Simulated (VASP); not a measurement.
# InP in VASP: further runs

Aim: see how the results for InP move with the level of theory and the settings. Levels: PBE, r2SCAN. Tasks: single point.

Program: VASP 6.6.1. These are calculated values, not measurements. Logs are shortened: lines on timing, memory, paths and dates and some standing lists are left out, and cuts for length are marked.

## Step 1: The cell of the first run

The structure is cubic, space group F-43m (No. 216). The conventional cell has a = 5.908 Å, b = 5.908 Å, c = 5.908 Å, α = 90.00°, β = 90.00°, γ = 90.00°. In (site symmetry -43m) has 4 P at 2.56 Å within 3.4 Å. Within 3.4 Å of P (site symmetry -43m) lie 4 In at 2.56 Å.

## Step 2: Single point, PBE

The input, INCAR:

```
SYSTEM = InP
PREC = Accurate
ENCUT = 520
EDIFF = 1E-6
ISMEAR = 0
SIGMA = 0.01
LREAL = .FALSE.
LASPH = .TRUE.
NELM = 60
ALGO = Normal
ISIF = 2
LWAVE = .FALSE.
LCHARG = .TRUE.
GGA = PE
LELF = .TRUE.
LVHAR = .TRUE.
NBANDS = 16
```

The input, KPOINTS:

```
Automatic mesh
0
G
  4 4 4
  0 0 0
```

The input, POSCAR:

```
InP
1.0
    0.0000000000      2.9537876348      2.9537876348
    2.9537876348      0.0000000000      2.9537876348
    2.9537876348      2.9537876348      0.0000000000
In P
1 1
Direct
    0.0000000000      0.0000000000      0.0000000000
    0.2500000000      0.2500000000      0.2500000000
```

Potentials or basis: VASP PAW PBE potentials, release 64 (In_d, P).

Command:

```
$ cat potpaw_PBE.64/In_d/POTCAR potpaw_PBE.64/P/POTCAR > POTCAR
$ mpirun -np 1 vasp_std > vasp.out
```

OUTCAR:

```text
SYSTEM = InP
   PREC = Accurate
   ENCUT = 520
   EDIFF = 1E-6
   ISMEAR = 0
   LREAL = .FALSE.
   LASPH = .TRUE.
   NELM = 60
   ISIF = 2
   GGA = PE

 ion  position               nearest neighbor table
   1  0.000  0.000  0.000-   2 2.56   2 2.56   2 2.56   2 2.56
   2  0.250  0.250  0.250-   1 2.56   1 2.56   1 2.56   1 2.56

  LATTYP: Found a face centered cubic cell.
 ALAT       =     5.9075752696

  Lattice vectors:

 A1 = (   0.0000000000,   2.9537876348,   2.9537876348)
 A2 = (   2.9537876348,   0.0000000000,   2.9537876348)
 A3 = (   2.9537876348,   2.9537876348,   0.0000000000)

Analysis of symmetry for initial positions (statically):
=====================================================================
 Subroutine PRICEL returns:
 Original cell was already a primitive cell.

 Routine SETGRP: Setting up the symmetry group for a
 face centered cubic supercell.

 Subroutine GETGRP returns: Found 24 space group operations
 (whereof 24 operations were pure point group operations)
 out of a pool of 48 trial point group operations.

The static configuration has the point symmetry T_d .

Analysis of symmetry for dynamics (positions and initial velocities):
=====================================================================
 Subroutine PRICEL returns:
 Original cell was already a primitive cell.

 Routine SETGRP: Setting up the symmetry group for a
 face centered cubic supercell.

 Subroutine GETGRP returns: Found 24 space group operations
 (whereof 24 operations were pure point group operations)
 out of a pool of 48 trial point group operations.

The dynamic configuration has the point symmetry T_d .

 Subroutine INISYM returns: Found 24 space group operations
 (whereof 24 operations are pure point group operations),
 and found     1 'primitive' translations

----------------------------------------------------------------------------------------

                                     Primitive cell

  volume of cell :      51.5428

  direct lattice vectors                    reciprocal lattice vectors
     0.000000000  2.953787635  2.953787635    -0.169274187  0.169274187  0.169274187
     2.953787635  0.000000000  2.953787635     0.169274187 -0.169274187  0.169274187
     2.953787635  2.953787635  0.000000000     0.169274187  0.169274187 -0.169274187

  length of vectors
     4.177286534  4.177286534  4.177286534     0.293191492  0.293191492  0.293191492

[... 62 lines left out ...]
   NELM   =     60;   NELMIN=  2; NELMDL= -5     # of ELM steps
   EDIFF  = 0.1E-05   stopping-criterion for ELM
   LREAL  =      F    real-space projection
   EDIFFG = 0.1E-04   stopping-criterion for IOM
   NSW    =      0    number of steps for IOM
   IBRION =     -1    ionic relax: 0-MD 1-quasi-New 2-CG
   NFREE  =      0    steps in history (QN), initial steepest desc. (CG)
   ISIF   =      2    stress and relaxation
   ISYM   =      2    0-nonsym 1-usesym 2-fastsym
   POTIM  = 0.5000    time-step for ionic-motion
   TEBEG  =    0.0;   TEEND  =   0.0 temperature during run
   PSTRESS=    0.0 pullay stress
   NELECT =      18.0000    total number of electrons
   NUPDOWN=      -1.0000    fix difference up-down
   EMIN   =  10.00;   EMAX   =-10.00  energy-range for DOS
   EFERMI =   0.00;   METHOD = LEGACY
   ISMEAR =     0;   SIGMA  =   0.01  broadening in eV -4-tet -1-fermi 0-gaus
   EFERMI_NEDOS =   21; number of points for ismear=-14 and -15
   IALGO  =     38    algorithm
   IMIX   =      4    mixing-type and parameters
     AMIX     =   0.40;   BMIX     =  1.00
     AMIX_MAG =   1.60;   BMIX_MAG =  1.00
  volume/ion in A,a.u.               =      25.77       173.91
  Fermi-wavevector in a.u.,A,eV,Ry     =   1.152860  2.178589 18.083301  1.329085
  Thomas-Fermi vector in A             =   2.289508
   LORBIT       =      0    0 simple, 1 ext, 2 COOP (PROOUT), +10 PAW based schemes
   GGA     = PE    functional components
   LHFCALC =     F    Hartree Fock is set to
   AEXX    =    0.0000 exact exchange contribution
   IVDW    =     0    specifies the selected vdW correction
   LEPSILON=     F    determine dielectric tensor
   LRPA    =     F    only Hartree local field effects (RPA)
 non-spin polarized calculation
 Gauss-broadening in eV      SIGMA  =   0.01
  energy-cutoff  :      520.00
  volume of cell :       51.54
 maximum number of plane-waves:      1411
   NGX = 15   NGY = 15   NGZ = 15

 number of electron      18.0000009 magnetization

 Free energy of the ion-electron system (eV)
  ---------------------------------------------------
  ext. energy  EPLUGINS =         0.00000000
  ---------------------------------------------------
  free energy    TOTEN  =        -8.29199932 eV

  energy without entropy =       -8.29199932  energy(sigma->0) =       -8.29199932

 E-fermi :   5.0409     XC(G=0):  -9.1578

 val. band max:        4.9773878131   @ k =   0.0000   0.0000   0.0000
 cond. band min:       5.5455384420   @ k =   0.0000   0.0000   0.0000
 fundamental gap:      0.5681506288
 Fermi energy:         5.0409178650

 k-point     1 :       0.0000    0.0000    0.0000
  band No.  band energies     occupation
      1      -9.2124      2.00000
      2      -9.2124      2.00000
      3      -9.2124      2.00000
      4      -9.0740      2.00000
      5      -9.0740      2.00000
      6      -6.3850      2.00000
[... 129 lines left out ...]
      3      -9.1242      2.00000
      4      -9.0923      2.00000
      5      -9.0599      2.00000
      6      -4.0306      2.00000
[... 8 lines left out ...]
     15      16.1746      0.00000
     16      16.8878      0.00000

------------------------ aborting loop because EDIFF is reached ----------------------------------------

  FORCE on cell =-STRESS in cart. coord.  units (eV):
  Direction    XX          YY          ZZ          XY          YZ          ZX
  --------------------------------------------------------------------------------------
  -------------------------------------------------------------------------------------
  Total        0.5683635      0.5683635      0.5683635      0.0000000     -0.0000000      0.0000000
  in kB       17.6672495     17.6672495     17.6672495      0.0000000     -0.0000000      0.0000000
  external PRESSURE =      17.6672495 kB  Pullay stress =       0.0000000 kB

 VOLUME and BASIS-vectors are now :
 -----------------------------------------------------------------------------
  energy-cutoff  :      520.00
  volume of cell :       51.54
      direct lattice vectors                 reciprocal lattice vectors
     0.000000000  2.953787635  2.953787635    -0.169274187  0.169274187  0.169274187
     2.953787635  0.000000000  2.953787635     0.169274187 -0.169274187  0.169274187
     2.953787635  2.953787635  0.000000000     0.169274187  0.169274187 -0.169274187

 POSITION                                       TOTAL-FORCE (eV/Angst)
 -----------------------------------------------------------------------------------
      0.00000      0.00000      0.00000        -0.000000     -0.000000     -0.000000
      1.47689      1.47689      1.47689         0.000000      0.000000      0.000000
 -----------------------------------------------------------------------------------
    total drift:                               -0.000000     -0.000000     -0.000000

  FREE ENERGIE OF THE ION-ELECTRON SYSTEM (eV)
  ---------------------------------------------------
  free  energy   TOTEN  =        -8.2919993178 eV

  energy  without entropy=       -8.2919993178  energy(sigma->0) =       -8.29199932
```

OSZICAR:

```text
N       E                     dE             d eps       ncg     rms          rms(c)
DAV:   1     0.110569949598E+03    0.11057E+03   -0.84434E+03   256   0.124E+03
DAV:   2    -0.176603514245E+01   -0.11234E+03   -0.10764E+03   296   0.292E+02
DAV:   3    -0.855889431548E+01   -0.67929E+01   -0.67702E+01   344   0.720E+01
DAV:   4    -0.872776403195E+01   -0.16887E+00   -0.16882E+00   320   0.125E+01
DAV:   5    -0.873703199275E+01   -0.92680E-02   -0.92678E-02   408   0.238E+00    0.551E+00
DAV:   6    -0.832016832385E+01    0.41686E+00   -0.64760E-01   408   0.129E+01    0.331E+00
DAV:   7    -0.828966461639E+01    0.30504E-01   -0.16116E-01   368   0.315E+00    0.125E+00
DAV:   8    -0.829092148802E+01   -0.12569E-02   -0.16614E-02   320   0.149E+00    0.308E-01
DAV:   9    -0.829174125357E+01   -0.81977E-03   -0.14261E-03   312   0.394E-01    0.154E-01
DAV:  10    -0.829191383887E+01   -0.17259E-03   -0.24497E-04   360   0.205E-01    0.992E-02
DAV:  11    -0.829200044422E+01   -0.86605E-04   -0.14310E-04   280   0.109E-01    0.515E-02
DAV:  12    -0.829199882088E+01    0.16233E-05   -0.86905E-06   304   0.246E-02    0.130E-02
DAV:  13    -0.829199931776E+01   -0.49688E-06   -0.17964E-06   304   0.641E-03
   1 F= -.82919993E+01 E0= -.82919993E+01  d E =-.783188E-21
```

stdout:

```text
POSCAR found type information on POSCAR InP
 POSCAR found :  2 types and       2 ions
 scaLAPACK will be used
 LDA part: xc-table for (Slater+PW92), standard interpolation
 POSCAR, INCAR and KPOINTS ok, starting setup
 FFT: planning ... GRIDC
 FFT: planning ... GRID_SOFT
 FFT: planning ... GRID
 WAVECAR not read
 entering main loop
```

Wall time 4 s (1 thread of Intel Xeon 6975P-C (Granite Rapids), shared host); peak memory 0.17 GiB.

What came out:

- Free energy: -8.2920 eV
- Pressure: 1.8 GPa
- Band gap on the k mesh: 0.57 eV, direct

Caveat: the k points lie up to 0.46 Å⁻¹ apart; spin-orbit coupling is left out, which moves the levels of the heavy elements.

## Step 3: Single point, PBE

The input, INCAR:

```
PREC     = Accurate       # precision mode
ENCUT    = 520            # plane-wave cutoff, eV
EDIFF    = 1E-7           # SCF threshold, eV
ISMEAR   = -1             # smearing method
SIGMA    = 0.02           # smearing width, eV
LREAL    = F              # projectors in reciprocal space
LASPH    = T              # aspherical terms in the spheres
NELM     = 60             # most SCF steps
ALGO     = Normal         # electronic algorithm
ISIF     = 2              # what is computed and relaxed
LWAVE    = F              # write WAVECAR
LCHARG   = F              # write CHGCAR
GGA      = PE             # functional
NBANDS   = 16             # bands
```

The input, KPOINTS:

```
regular mesh
0
Gamma
  8 8 8
```

POSCAR is that of step 2.

Potentials or basis: VASP PAW PBE potentials, release 64 (In_d, P).

Command:

```
$ cat potpaw_PBE.64/In_d/POTCAR potpaw_PBE.64/P/POTCAR > POTCAR
$ mpirun -np 1 vasp_std > vasp.out
```

OUTCAR:

```text
PREC = Accurate
   ENCUT = 520
   EDIFF = 1E-7
   ISMEAR = -1
   LREAL = F
   LASPH = T
   NELM = 60
   ISIF = 2
   GGA = PE

 ion  position               nearest neighbor table
   1  0.000  0.000  0.000-   2 2.56   2 2.56   2 2.56   2 2.56
   2  0.250  0.250  0.250-   1 2.56   1 2.56   1 2.56   1 2.56

  LATTYP: Found a face centered cubic cell.
 ALAT       =     5.9075752696

  Lattice vectors:

[... 188 lines left out ...]
      3      -9.2081      2.00000
      4      -9.0676      2.00000
      5      -9.0676      2.00000
      6      -6.4243      2.00000
[... 433 lines left out ...]
      3      -9.1449      2.00000
      4      -9.0723      2.00000
      5      -9.0555      2.00000
      6      -4.4731      2.00000
[... 8 lines left out ...]
     15      15.5775      0.00000
     16      16.1725      0.00000

 [... further k-points ...]
[... 5 lines left out ...]
  --------------------------------------------------------------------------------------
  -------------------------------------------------------------------------------------
  Total        0.5157338      0.5157338      0.5157338      0.0000000      0.0000000      0.0000000
  in kB       16.0312868     16.0312868     16.0312868      0.0000000      0.0000000      0.0000000
  external PRESSURE =      16.0312868 kB  Pullay stress =       0.0000000 kB

 VOLUME and BASIS-vectors are now :
 -----------------------------------------------------------------------------
  energy-cutoff  :      520.00
  volume of cell :       51.54
      direct lattice vectors                 reciprocal lattice vectors
     0.000000000  2.953787635  2.953787635    -0.169274187  0.169274187  0.169274187
     2.953787635  0.000000000  2.953787635     0.169274187 -0.169274187  0.169274187
     2.953787635  2.953787635  0.000000000     0.169274187  0.169274187 -0.169274187

 POSITION                                       TOTAL-FORCE (eV/Angst)
 -----------------------------------------------------------------------------------
      0.00000      0.00000      0.00000        -0.000000     -0.000000      0.000000
      1.47689      1.47689      1.47689         0.000000      0.000000     -0.000000
 -----------------------------------------------------------------------------------
    total drift:                               -0.000000     -0.000000     -0.000000

  FREE ENERGIE OF THE ION-ELECTRON SYSTEM (eV)
  ---------------------------------------------------
  free  energy   TOTEN  =        -8.3993927584 eV

  energy  without entropy=       -8.3993927564  energy(sigma->0) =       -8.39939276
```

OSZICAR:

```text
N       E                     dE             d eps       ncg     rms          rms(c)
DAV:   1     0.114153060346E+03    0.11415E+03   -0.83805E+03   928   0.125E+03
DAV:   2    -0.116735317810E+01   -0.11532E+03   -0.11014E+03  1064   0.304E+02
DAV:   3    -0.859834430174E+01   -0.74310E+01   -0.74033E+01  1208   0.744E+01
DAV:   4    -0.880253975170E+01   -0.20420E+00   -0.20415E+00  1208   0.136E+01
DAV:   5    -0.881168254499E+01   -0.91428E-02   -0.91427E-02  1392   0.239E+00    0.549E+00
DAV:   6    -0.842497967767E+01    0.38670E+00   -0.62217E-01  1464   0.126E+01    0.330E+00
DAV:   7    -0.839803665432E+01    0.26943E-01   -0.15372E-01  1352   0.303E+00    0.123E+00
DAV:   8    -0.839852345875E+01   -0.48680E-03   -0.14735E-02  1160   0.142E+00    0.305E-01
DAV:   9    -0.839917557069E+01   -0.65211E-03   -0.13223E-03  1152   0.393E-01    0.153E-01
DAV:  10    -0.839931665594E+01   -0.14109E-03   -0.22433E-04  1448   0.184E-01    0.102E-01
DAV:  11    -0.839939240932E+01   -0.75753E-04   -0.10761E-04  1080   0.851E-02    0.393E-02
DAV:  12    -0.839939213466E+01    0.27466E-06   -0.77722E-06  1152   0.313E-02    0.120E-02
DAV:  13    -0.839939253672E+01   -0.40206E-06   -0.13868E-06  1176   0.594E-03    0.997E-03
DAV:  14    -0.839939274132E+01   -0.20460E-06   -0.22383E-07  1168   0.451E-03    0.189E-03
DAV:  15    -0.839939275838E+01   -0.17059E-07   -0.91419E-09   872   0.798E-04
   1 F= -.83993928E+01 E0= -.83993928E+01  d E =-.200563E-08
```

It took 9.4 s on 1 thread of Intel Xeon 6975P-C (Granite Rapids), shared host; peak memory 0.18 GiB.

Results:

```
Free energy            : -8.3994 eV
Pressure               : 1.6 GPa
Band gap on the k mesh : 0.58 eV, direct
```

Caveat: spin-orbit coupling is left out, which moves the levels of the heavy elements.

## Step 4: Single point, PBE (epitaxial xy strain -2.0%)

The input, INCAR:

```
SYSTEM = InP
ALGO = Normal
EDIFF = 1E-6
ENCUT = 520
GGA = PE
ISIF = 2
ISMEAR = -1
LASPH = .TRUE.
LCHARG = .FALSE.
LREAL = .FALSE.
LWAVE = .FALSE.
NBANDS = 16
NELM = 80
PREC = Accurate
SIGMA = 0.02
```

The input, KPOINTS:

```
k-points
0
G
  8 8 8
  0 0 0
```

The input, POSCAR:

```
InP
1.0
    0.0000000000      2.8947118821      3.0162202988
    2.8947118821      0.0000000000      3.0162202988
    2.8947118821      2.8947118821      0.0000000000
In P
1 1
Direct
    0.0000000000      0.0000000000      0.0000000000
    0.2500000000      0.2500000000      0.2500000000
```

Command:

```
$ cat potpaw_PBE.64/In_d/POTCAR potpaw_PBE.64/P/POTCAR > POTCAR
$ mpirun -np 1 vasp_std > vasp.out
```

It took 15 s on 1 thread of Intel Xeon 6975P-C (Granite Rapids), shared host; peak memory 0.2 GiB.

Results (log left out):

```
Free energy            : -8.3775 eV
Pressure               : 2.9 GPa
Band gap on the k mesh : 0.61 eV, direct
```

Stress tensor (GPa, compression positive):
```
3.51 0.00 0.00
0.00 3.51 0.00
0.00 0.00 1.72
```

Levels at points of the mesh, in eV from the valence-band top:
```csv
k point,band 5,band 6,band 7,band 8,band 9,band 10,band 11,band 12,band 13,band 14
"(0.00, 0.00, 0.00)",-14.09,-11.55,-0.21,0.00,0.00,0.61,4.01,4.01,4.08,8.46
"(0.50, 0.00, 0.00)",-14.08,-9.84,-5.77,-1.17,-0.89,1.40,4.64,4.89,7.04,9.36
"(0.50, 0.50, 0.00)",-14.07,-9.29,-5.96,-2.21,-2.21,1.86,2.45,8.85,9.52,9.52
"(0.50, 0.00, 0.50)",-14.06,-9.15,-5.71,-2.45,-2.43,1.63,2.08,9.23,9.30,9.51
```

Caveat: the cell differs from its parent crystal (epitaxial xy strain -2.0%); spin-orbit coupling is left out, which moves the levels of the heavy elements.

## Step 5: Single point, PBE (epitaxial xy strain -1.0%)

The input, INCAR:

```
SYSTEM = InP
ALGO     = Normal         ! electronic algorithm
EDIFF    = 1E-7           ! SCF threshold, eV
ENCUT    = 520            ! plane-wave cutoff, eV
GGA      = PE             ! functional
ISIF     = 2              ! what is computed and relaxed
ISMEAR   = -1             ! smearing method
LASPH    = .TRUE.         ! aspherical terms in the spheres
LCHARG   = .FALSE.        ! write CHGCAR
LREAL    = .FALSE.        ! projectors in reciprocal space
LWAVE    = .FALSE.        ! write WAVECAR
NBANDS   = 16             ! bands
NELM     = 100            ! most SCF steps
PREC     = Accurate       ! precision mode
SIGMA    = 0.02           ! smearing width, eV
```

KPOINTS is that of step 4.

The input, POSCAR:

```
InP
1.0
    0.0000000000      2.9242497585      2.9849027061
    2.9242497585      0.0000000000      2.9849027061
    2.9242497585      2.9242497585      0.0000000000
In P
1 1
Direct
    0.0000000000      0.0000000000      0.0000000000
    0.2500000000      0.2500000000      0.2500000000
```

Command:

```
$ cat potpaw_PBE.64/In_d/POTCAR potpaw_PBE.64/P/POTCAR > POTCAR
$ mpirun -np 1 vasp_std > vasp.out
```

Run time: 17 s. Hardware: 1 thread of Intel Xeon 6975P-C (Granite Rapids), shared host; peak memory 0.19 GiB.

Results (log left out):

```
Free energy            : -8.3915 eV
Pressure               : 2.3 GPa
Band gap on the k mesh : 0.60 eV, direct
```

Stress tensor (GPa, compression positive):
```
2.54 0.00 0.00
0.00 2.54 0.00
0.00 0.00 1.68
```

Levels at points of the mesh, in eV from the valence-band top:
```
           k point  band 7  band 8  band 9  band 10  band 11  band 12
(0.00, 0.00, 0.00)   -0.10    0.00    0.00     0.60     4.05     4.05
(0.50, 0.00, 0.00)   -5.69   -1.05   -0.92     1.43     4.72     4.85
(0.50, 0.50, 0.00)   -5.80   -2.23   -2.23     1.83     2.36     8.96
(0.50, 0.00, 0.50)   -5.68   -2.35   -2.34     1.72     2.18     9.15
```

Caveat: the cell differs from its parent crystal (epitaxial xy strain -1.0%); spin-orbit coupling is left out, which moves the levels of the heavy elements.

(Continued in part 2 of 2.)
